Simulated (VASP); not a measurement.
**Os: single point with r2SCAN**

The system is Os.

```
Os
1.0
     2.73938    0.00000    0.00000
    -1.36969    2.37237    0.00000
     0.00000    0.00000    4.31382
Os
2
Cartesian
  0.0000 1.5816 1.0785
  1.3697 0.7908 3.2354
```

```yaml
Program: VASP 6.6.1
Task: single point
Functional: r2SCAN
Potentials_or_basis: VASP PAW PBE potentials, release 64 (Os_sv_GW)
Cutoff: 620 eV
k_mesh: 13 × 13 × 7
Occupations: methfessel-paxton, width 0.2 eV
Spin: no spin polarisation
Dipole_correction: no
Further_INCAR_settings: ALGO = Normal; EDIFF = 1e-06; NBANDS = 23
```

The pressure is -1.0 GPa and the band gap on the k mesh is zero (bands 16 and 17 overlap by 3.99 eV).

Stress tensor (GPa, compression positive):
```
-0.97  0.00  0.00
 0.00 -0.97  0.00
 0.00  0.00 -1.07
```

Levels at points of the mesh, in eV from the Fermi level:
| k point | band 13 | band 14 | band 15 | band 16 | band 17 | band 18 | band 19 | band 20 |
| --- | --- | --- | --- | --- | --- | --- | --- | --- |
| (0.00, 0.00, 0.00) | -2.93 | -2.37 | -2.37 | -1.75 | -1.75 | -0.08 | 1.66 | 1.66 |

Wall time 3.3 min on 1 thread of Intel(R) Xeon(R) Platinum 8259CL CPU @ 2.50GHz (Skylake/Cascade Lake), on a shared host, peak memory 0.21 GiB.

Caveat: the PAW data sets were made with another functional, which shifts forces and pressure a little; spin-orbit coupling is left out, which moves the levels of the heavy elements.
